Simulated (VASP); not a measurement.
Write the native input for VASP 6.6.1 that does the following.

```yaml
Task: relaxation of cell and atoms
Functional: PBE
Potentials_or_basis: VASP PAW PBE potentials, release 64 (Co)
Cutoff: 600 eV
k_mesh: 10 × 10 × 10
Occupations: gaussian, width 0.1 eV
Spin: collinear spin, ferromagnetic start
Starting_moments: "[1.96] μB"
Dipole_correction: no
Further_INCAR_settings: ALGO = Normal; EDIFF = 1e-06; IBRION = 2; EDIFFG = -0.04; NSW = 90; ISIF = 3
```

The structure of Co lies in POSCAR:

```
Co
1.0
   -1.2284205110      1.2284205110      1.8688626039
    1.2284205110     -1.2284205110      1.8688626039
    1.2284205110      1.2284205110     -1.8688626039
Co
1
Direct
    0.0000000000      0.0000000000      0.0000000000
```

These files were run (other wordings do the same):

INCAR

```
PREC = Accurate
ENCUT = 600
EDIFF = 1E-6
ISMEAR = 0
SIGMA = 0.1
LREAL = F
LASPH = T
NELM = 150
ALGO = Normal
ISIF = 3
LWAVE = F
LCHARG = F
ISPIN = 2
MAGMOM = 1.96
LORBIT = 11
LMAXMIX = 4
GGA = PE
IBRION = 2
NSW = 90
EDIFFG = -0.04
```

KPOINTS

```
Automatic mesh
0
Gamma
  10 10 10
```

Potentials or basis: VASP PAW PBE potentials, release 64 (Co).

The run is started by

```bash
$ cat potpaw_PBE.64/Co/POTCAR > POTCAR
$ mpirun -np 1 vasp_std > vasp.out
```

Results of the run:

| Property | Result |
| --- | --- |
| Relaxed volume | 10.90 Å³/atom |
| Relaxed cell | a = 2.489 Å, b = 2.489 Å, c = 2.489 Å, α = 119.99°, β = 119.99°, γ = 90.01° |
| Space group after relaxing (to 0.05 Å) | Fm-3m (No. 225) |
| Energy gained by relaxing | 23.3 meV/atom |
| Ionic steps | 6 |
| Pressure after relaxing | 0.5 GPa |
| Net moment | 1.71 μB per cell |
| Site moments | Co +1.73 μB |
| Valence electrons inside the program's atomic spheres | Co 8.26 |

Caveat: the k points lie up to 0.36 Å⁻¹ apart in the final cell.

Run time: 92 s on 1 thread of Intel(R) Xeon(R) Platinum 8259CL CPU @ 2.50GHz (Skylake/Cascade Lake), on a shared host, peak memory 0.15 GiB.
